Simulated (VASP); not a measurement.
Na:

```
CELL_PARAMETERS angstrom
-2.10403 2.10403 2.10403
2.10403 -2.10403 2.10403
2.10403 2.10403 -2.10403
ATOMIC_POSITIONS crystal
Na 0.00000 0.00000 0.00000
```

```yaml
Program: VASP 6.6.1
Task: relaxation of cell and atoms
Functional: LDA
Potentials_or_basis: VASP PAW LDA potentials, release 64 (Na_pv)
Cutoff: 600 eV
k_mesh: 14 × 14 × 14
Occupations: gaussian, width 0.1 eV
Spin: no spin polarisation
```

At the start: pressure -0.9 GPa; volume 37.26 Å³/atom.

Question: How do energy, volume and symmetry change on relaxing?

Answer: Over 3 steps the energy falls by 11.8 meV/atom and the volume is 33.15 Å³/atom (-11.0 %); space group Im-3m (No. 229, to 0.1 Å) before and after.

Step by step:
```tsv
step	energy change (eV)	largest force (eV/Å)	pressure (GPa)	volume (Å³)
1	0.0000	0.0000	-0.85	37.26
2	-0.0051	0.0000	-0.69	36.20
3	-0.0118	0.0000	-0.02	33.15
```

Final structure:
```xyz
1
Lattice="-2.0236 2.0236 2.0236 2.0236 -2.0236 2.0236 2.0236 2.0236 -2.0236" Properties=species:S:1:pos:R:3 pbc="T T T"
Na    0.0000    0.0000    0.0000
```
